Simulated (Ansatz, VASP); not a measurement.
# V in VASP and in Ansatz

```
V
1.0
     0.00000    2.54651    2.54651
     2.54651    0.00000    2.54651
     2.54651    2.54651    0.00000
V
2
Direct
  0.12500 0.12500 0.12500
  0.87500 0.87500 0.87500
```

Alike in both runs: task single point; functional r2SCAN; k mesh 12 × 12 × 12; occupations fermi-dirac, width 0.1 eV; no spin polarisation.

|  | VASP | Ansatz |
| --- | --- | --- |
| version | VASP 6.6.1 | Ansatz 0.2.0 |
| potentials or method | VASP PAW PBE potentials, release 64 (V_sv), cutoff 520 eV | plane waves (500 eV) with PAW, scalar-relativistic |
| valence electrons in the cell | 26 | 26 |

```csv
,VASP,Ansatz,Ansatz less VASP
pressure (GPa),7.5,6.0,-1.43
```

VASP's potentials were made for PBE, not for r2SCAN.
